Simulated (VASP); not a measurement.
# K: single point with PBEsol

The system is K.

```
K
1.0
     3.70449    0.00000    0.00000
    -1.85224    3.20818    0.00000
     0.00000    0.00000    6.00127
K
2
Direct
  0.33333 0.66667 0.25000
  0.66667 0.33333 0.75000
```

This isn't the form of K at room conditions, which is bcc.

- Program: VASP 6.6.1
- Task: single point
- Functional: PBEsol
- Potentials or basis: VASP PAW PBE potentials, release 64 (K_sv)
- Cutoff: 520 eV
- k mesh: 10 × 10 × 5
- Occupations: fermi-dirac, width 0.05 eV
- Spin: no spin polarisation

The pressure is 9.0 GPa. The band gap on the k mesh is zero (bands 9 and 10 overlap by 2.30 eV).

Levels at points of the mesh, in eV from the Fermi level:
```csv
k point,band 5,band 6,band 7,band 8,band 9,band 10,band 11,band 12,band 13,band 14
"(0.00, 0.00, 0.00)",-15.39,-15.31,-15.31,-15.30,-3.30,0.01,1.35,4.37,4.37,4.52
"(0.50, 0.00, 0.00)",-15.67,-15.53,-15.46,-15.38,0.10,0.41,1.01,1.59,3.10,3.87
```

Wall time 47 s on 1 thread of Intel(R) Xeon(R) Platinum 8488C (Sapphire Rapids), on a shared host, peak memory 0.19 GiB.

Caveat: the cell stands under pressure; the PAW data sets were made with another functional, which shifts forces and pressure a little.
